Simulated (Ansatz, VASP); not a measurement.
**One calculation of Au, two programs**

```xyz
2
Lattice="2.9000 0.0000 0.0000 -1.4500 2.5115 0.0000 0.0000 0.0000 4.8800" Properties=species:S:1:pos:R:3 pbc="T T T"
Au    0.0000    1.6743    3.6600
Au    1.4500    0.8372    1.2200
```

Alike in both runs: task single point; functional PBE; k mesh 24 × 24 × 12; occupations gaussian, width 0.15 eV; no spin polarisation.

|  | VASP | Ansatz |
| --- | --- | --- |
| version | VASP 6.6.1 | Ansatz 0.2.0 |
| potentials or method | VASP PAW PBE potentials, release 64 (Au), cutoff 520 eV | scalar-relativistic, plane waves, PAW |
| valence electrons in the cell | 22 | 38 |

Ansatz gave:

| Quantity | Value |
| --- | --- |
| gap on the k mesh at the Fermi level (eV) | none |
| pressure (GPa) | 1.9 |
| traceless stress, the component that is largest in VASP (GPa) | -0.36 |

Q: Estimate VASP's values.

A: gap on the k mesh at the Fermi level (eV): none; pressure (GPa): 1.7; traceless stress, the component that is largest in VASP (GPa): -0.37.

A gap of «none» marks a metal or a gap that the smearing closes. VASP's potentials hold 22 valence electrons a cell and Ansatz's 38, so a difference there can come from the potentials and not from the codes.

Spin-orbit coupling is off throughout.
